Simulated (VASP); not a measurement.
Crystal: Ge3Pd.

```
Pd Ge
1.0
     4.16945    0.00000    0.00000
     0.00000    4.16945    0.00000
     0.00000    0.00000    4.16945
Pd Ge
1 3
Direct
  0.00000 0.00000 0.00000
  0.50000 0.50000 0.00000
  0.50000 0.00000 0.50000
  0.00000 0.50000 0.50000
```

Base run:

| Property | Result |
| --- | --- |
| Program | VASP 6.6.1 |
| Functional | PBEsol |
| Potentials or basis | VASP PAW PBE potentials, release 64 (Pd, Ge_d) |
| Cutoff | 520 eV |
| k mesh | 7 × 7 × 7 |
| Occupations | fermi-dirac, width 0.05 eV |
| Spin | no spin polarisation |

Its results: band gap on the k mesh zero (bands 26 and 27 overlap by 1.49 eV); pressure -6.0 GPa.

Task: The run is repeated on the same cell with these changes: functional from PBEsol to PBE. What comes out?

Result: Band gap on the k mesh zero (bands 26 and 27 overlap by 1.49 eV); pressure -1.6 GPa.

PBE binds less tightly than PBEsol, so the same cell stands under more pressure.

Caveats: the cell stands under tension (at least some runs); the PAW data sets were made with another functional, which shifts forces and pressure a little (at least some runs).
